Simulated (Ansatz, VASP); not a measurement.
ZnS in VASP and in Ansatz

```
Zn S
1.0
     3.84672    0.00000    0.00000
    -1.92336    3.33136    0.00000
     0.00000    0.00000   12.21252
Zn S
4 4
Direct
  0.00000 0.00000 0.00005
  0.00000 0.00000 0.50005
  0.33333 0.66667 0.25002
  0.66667 0.33333 0.75002
  0.00000 0.00000 0.18729
  0.00000 0.00000 0.68729
  0.33333 0.66667 0.43764
  0.66667 0.33333 0.93764
```

Change from the starting cell: strain +0.000 along x and y, -0.030 along z, atoms carried along.

Alike in both runs: task single point; functional PBE; k mesh 12 × 12 × 2; occupations gaussian, width 0.05 eV; no spin polarisation.

```csv
,VASP,Ansatz
version,VASP 6.6.1,Ansatz 0.2.0
potentials or method,"VASP PAW PBE potentials, release 64 (Zn, S), cutoff 520 eV","scalar-relativistic, plane waves, PAW"
valence electrons in the cell,72,72
```

|  | VASP | Ansatz | Ansatz less VASP |
| --- | --- | --- | --- |
| gap on the k mesh at the Fermi level (eV) | 2.17 | 2.16 | -0.005 |
| least direct gap on the mesh (eV) | 2.17 | 2.16 | -0.005 |
| pressure (GPa) | 2.6 | 2.4 | -0.16 |
| traceless stress, the component that is largest in VASP (GPa) | 3.07 | 3.05 | -0.012 |
| rms of the force components (eV/Å) | 0.134 | 0.132 | -0.0014 |

Atom by atom the forces differ by 0.001 eV/Å (rms over components).
